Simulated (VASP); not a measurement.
# ZnSe (rocksalt type) (Fm-3m) in VASP: a series of runs

ZnSe (rocksalt type) is run at these levels: PBE; tasks: single point.

Program: VASP 6.6.1. These are calculated values, not measurements. Logs are shortened: lines on timing, memory, paths and dates and some standing lists are left out, and cuts for length are marked.

**1. The cell of the first run**

Symmetry: Fm-3m, No. 225, cubic system. Conventional cell: a = 4.626 Å, b = 4.626 Å, c = 4.626 Å, α = 90.00°, β = 90.00°, γ = 90.00°. Within 3.1 Å of Zn (site symmetry m-3m) lie 6 Se at 2.31 Å. Within 3.1 Å of Se (site symmetry m-3m) lie 6 Zn at 2.31 Å.

**2. Single point, PBE (volume scaled by 0.64)**

File INCAR:

```
SYSTEM = ZnSe
PREC = Accurate
ENCUT = 520
EDIFF = 1E-6
ISMEAR = -1
SIGMA = 0.1
LREAL = .False.
LASPH = .True.
NELM = 100
ALGO = Normal
ISIF = 2
LWAVE = .False.
LCHARG = .False.
GGA = PE
NBANDS = 16
```

File KPOINTS:

```
Automatic mesh
0
Gamma
  13 13 13
  0 0 0
```

File POSCAR:

```
ZnSe
1.0
    0.0000000000      2.3128063018      2.3128063018
    2.3128063018      0.0000000000      2.3128063018
    2.3128063018      2.3128063018      0.0000000000
Zn Se
1 1
Direct
    0.0000000000      0.0000000000      0.0000000000
    0.5000000000      0.5000000000      0.5000000000
```

Potentials or basis: VASP PAW PBE potentials, release 64 (Zn, Se).

Run with:

```bash
cat potpaw_PBE.64/Zn/POTCAR potpaw_PBE.64/Se/POTCAR > POTCAR
mpirun -np 1 vasp_std > vasp.out
```

OUTCAR:

```text
SYSTEM = ZnSe
   PREC = Accurate
   ENCUT = 520
   EDIFF = 1E-6
   ISMEAR = -1
   LREAL = .False.
   LASPH = .True.
   NELM = 100
   ISIF = 2
   GGA = PE

 ion  position               nearest neighbor table
   1  0.000  0.000  0.000-   2 2.31   2 2.31   2 2.31   2 2.31   2 2.31   2 2.31
   2  0.500  0.500  0.500-   1 2.31   1 2.31   1 2.31   1 2.31   1 2.31   1 2.31

  LATTYP: Found a face centered cubic cell.
 ALAT       =     4.6256126036

  Lattice vectors:

 A1 = (   0.0000000000,   2.3128063018,   2.3128063018)
 A2 = (   2.3128063018,   0.0000000000,   2.3128063018)
 A3 = (   2.3128063018,   2.3128063018,   0.0000000000)

Analysis of symmetry for initial positions (statically):
=====================================================================
 Subroutine PRICEL returns:
 Original cell was already a primitive cell.

 Routine SETGRP: Setting up the symmetry group for a
 face centered cubic supercell.

 Subroutine GETGRP returns: Found 48 space group operations
 (whereof 48 operations were pure point group operations)
 out of a pool of 48 trial point group operations.

The static configuration has the point symmetry O_h .

Analysis of symmetry for dynamics (positions and initial velocities):
=====================================================================
 Subroutine PRICEL returns:
 Original cell was already a primitive cell.

 Routine SETGRP: Setting up the symmetry group for a
 face centered cubic supercell.

 Subroutine GETGRP returns: Found 48 space group operations
 (whereof 48 operations were pure point group operations)
 out of a pool of 48 trial point group operations.

The dynamic configuration has the point symmetry O_h .

 Subroutine INISYM returns: Found 48 space group operations
 (whereof 48 operations are pure point group operations),
 and found     1 'primitive' translations

----------------------------------------------------------------------------------------

                                     Primitive cell

  volume of cell :      24.7427

  direct lattice vectors                    reciprocal lattice vectors
     0.000000000  2.312806302  2.312806302    -0.216187581  0.216187581  0.216187581
     2.312806302  0.000000000  2.312806302     0.216187581 -0.216187581  0.216187581
     2.312806302  2.312806302  0.000000000     0.216187581  0.216187581 -0.216187581
[... 74 lines left out ...]
 SYSTEM =  ZnSe
   PREC   = accura    normal or accurate (medium, high low for compatibility)
   ISTART =      0    job   : 0-new  1-cont  2-samecut
   ICHARG =      2    charge: 1-file 2-atom 10-const
   ISPIN  =      1    spin polarized calculation?
   LNONCOLLINEAR =      F non collinear calculations
   LSORBIT =      F    spin-orbit coupling
   LASPH  =      T    aspherical Exc in radial PAW
   ENCUT  =  520.0 eV  38.22 Ry    6.18 a.u.   6.08  6.08  6.08*2*pi/ulx,y,z
   NELM   =    100;   NELMIN=  2; NELMDL= -5     # of ELM steps
   EDIFF  = 0.1E-05   stopping-criterion for ELM
   LREAL  =      F    real-space projection
   EDIFFG = 0.1E-04   stopping-criterion for IOM
   NSW    =      0    number of steps for IOM
   IBRION =     -1    ionic relax: 0-MD 1-quasi-New 2-CG
   NFREE  =      0    steps in history (QN), initial steepest desc. (CG)
   ISIF   =      2    stress and relaxation
   ISYM   =      2    0-nonsym 1-usesym 2-fastsym
   POTIM  = 0.5000    time-step for ionic-motion
   TEBEG  =    0.0;   TEEND  =   0.0 temperature during run
   PSTRESS=    0.0 pullay stress
   NELECT =      18.0000    total number of electrons
   NUPDOWN=      -1.0000    fix difference up-down
   EMIN   =  10.00;   EMAX   =-10.00  energy-range for DOS
   EFERMI =   0.00;   METHOD = LEGACY
   ISMEAR =    -1;   SIGMA  =   0.10  broadening in eV -4-tet -1-fermi 0-gaus
   EFERMI_NEDOS =   21; number of points for ismear=-14 and -15
   IALGO  =     38    algorithm
   IMIX   =      4    mixing-type and parameters
     AMIX     =   0.40;   BMIX     =  1.00
     AMIX_MAG =   1.60;   BMIX_MAG =  1.00
  volume/ion in A,a.u.               =      12.37        83.49
  Fermi-wavevector in a.u.,A,eV,Ry     =   1.472368  2.782372 29.495633  2.167868
  Thomas-Fermi vector in A             =   2.587391
   LORBIT       =      0    0 simple, 1 ext, 2 COOP (PROOUT), +10 PAW based schemes
   GGA     = PE    functional components
   LHFCALC =     F    Hartree Fock is set to
   AEXX    =    0.0000 exact exchange contribution
   IVDW    =     0    specifies the selected vdW correction
   LEPSILON=     F    determine dielectric tensor
   LRPA    =     F    only Hartree local field effects (RPA)
 non-spin polarized calculation
  energy-cutoff  :      520.00
  volume of cell :       24.74
 maximum number of plane-waves:       680
   NGX = 13   NGY = 13   NGZ = 13

 number of electron      18.0000003 magnetization

 Free energy of the ion-electron system (eV)
  ---------------------------------------------------
  ext. energy  EPLUGINS =         0.00000000
  ---------------------------------------------------
  free energy    TOTEN  =        -2.85548386 eV

  energy without entropy =       -2.84263451  energy(sigma->0) =       -2.84905919

 E-fermi :   8.5854     XC(G=0): -12.6921

 val. band max:        8.5284877982   @ k =  -0.3846   0.0769   0.0000
 cond. band min:       8.6322245900   @ k =  -0.3077   0.0769   0.0000
 fundamental gap:      0.1037367918
 Fermi energy:         8.5854349706

 k-point     1 :       0.0000    0.0000    0.0000
  band No.  band energies     occupation
      1      -9.6903      2.00000
      2       0.1052      2.00000
      3       0.1052      2.00000
      4       0.1075      2.00000
      5       0.1075      2.00000
      6       0.1075      2.00000
[... 433 lines left out ...]
      3      -0.5069      2.00000
      4      -0.3876      2.00000
      5       0.4133      2.00000
      6       0.4652      2.00000
[... 8 lines left out ...]
     15      25.0740      0.00000
     16      25.5218      0.00000

 [... further k-points ...]
[... 5 lines left out ...]
  --------------------------------------------------------------------------------------
  -------------------------------------------------------------------------------------
  Total       13.7680633     13.7680633     13.7680633     -0.0000000      0.0000000     -0.0000000
  in kB      891.5293707    891.5293707    891.5293707     -0.0000000      0.0000000     -0.0000000
  external PRESSURE =     891.5293707 kB  Pullay stress =       0.0000000 kB

 VOLUME and BASIS-vectors are now :
 -----------------------------------------------------------------------------
  energy-cutoff  :      520.00
  volume of cell :       24.74
      direct lattice vectors                 reciprocal lattice vectors
     0.000000000  2.312806302  2.312806302    -0.216187581  0.216187581  0.216187581
     2.312806302  0.000000000  2.312806302     0.216187581 -0.216187581  0.216187581
     2.312806302  2.312806302  0.000000000     0.216187581  0.216187581 -0.216187581

 POSITION                                       TOTAL-FORCE (eV/Angst)
 -----------------------------------------------------------------------------------
      0.00000      0.00000      0.00000         0.000000      0.000000      0.000000
      2.31281      2.31281      2.31281        -0.000000     -0.000000     -0.000000
 -----------------------------------------------------------------------------------
    total drift:                                0.000000     -0.000000     -0.000000

  FREE ENERGIE OF THE ION-ELECTRON SYSTEM (eV)
  ---------------------------------------------------
  free  energy   TOTEN  =        -2.8554838619 eV

  energy  without entropy=       -2.8426345118  energy(sigma->0) =       -2.84905919
```

OSZICAR:

```text
N       E                     dE             d eps       ncg     rms          rms(c)
DAV:   1     0.884530975040E+02    0.88453E+02   -0.91797E+03  2744   0.157E+03
DAV:   2     0.859066144711E+00   -0.87594E+02   -0.81758E+02  3056   0.278E+02
DAV:   3    -0.320589443431E+01   -0.40650E+01   -0.40440E+01  3328   0.567E+01
DAV:   4    -0.322592419204E+01   -0.20030E-01   -0.20028E-01  3096   0.397E+00
DAV:   5    -0.322598316971E+01   -0.58978E-04   -0.58978E-04  3448   0.220E-01    0.119E+01
DAV:   6    -0.289691975367E+01    0.32906E+00   -0.58746E-01  3600   0.302E+01    0.831E+00
DAV:   7    -0.285898391530E+01    0.37936E-01   -0.20430E-01  3320   0.543E+00    0.315E+00
DAV:   8    -0.285627899894E+01    0.27049E-02   -0.67042E-03  4072   0.220E+00    0.511E-01
DAV:   9    -0.285549063788E+01    0.78836E-03   -0.20510E-03  3272   0.429E-01    0.667E-02
DAV:  10    -0.285547643252E+01    0.14205E-04   -0.13545E-04  3440   0.151E-01    0.466E-02
DAV:  11    -0.285548322115E+01   -0.67886E-05   -0.87455E-06  3144   0.260E-02    0.152E-02
DAV:  12    -0.285548386191E+01   -0.64076E-06   -0.18119E-06  3048   0.197E-02
   1 F= -.28554839E+01 E0= -.28490592E+01  d E =-.128494E-01
```

stdout:

```text
POSCAR found type information on POSCAR ZnSe
 POSCAR found :  2 types and       2 ions
 scaLAPACK will be used
 LDA part: xc-table for (Slater+PW92), standard interpolation
 POSCAR, INCAR and KPOINTS ok, starting setup
 FFT: planning ... GRIDC
 FFT: planning ... GRID_SOFT
 FFT: planning ... GRID
 WAVECAR not read
 entering main loop
```

It took 12 s on 1 thread of Intel Xeon Platinum 8488C (Sapphire Rapids), shared host; peak memory 0.16 GiB.

Results:

```yaml
Free_energy: -2.8555 eV
Pressure: 89.2 GPa
Band_gap_on_the_k_mesh: zero (band 9 reaches 8.72 eV, above the bottom of band 10 at 7.39 eV)
```

(Continued in part 2 of 3.)
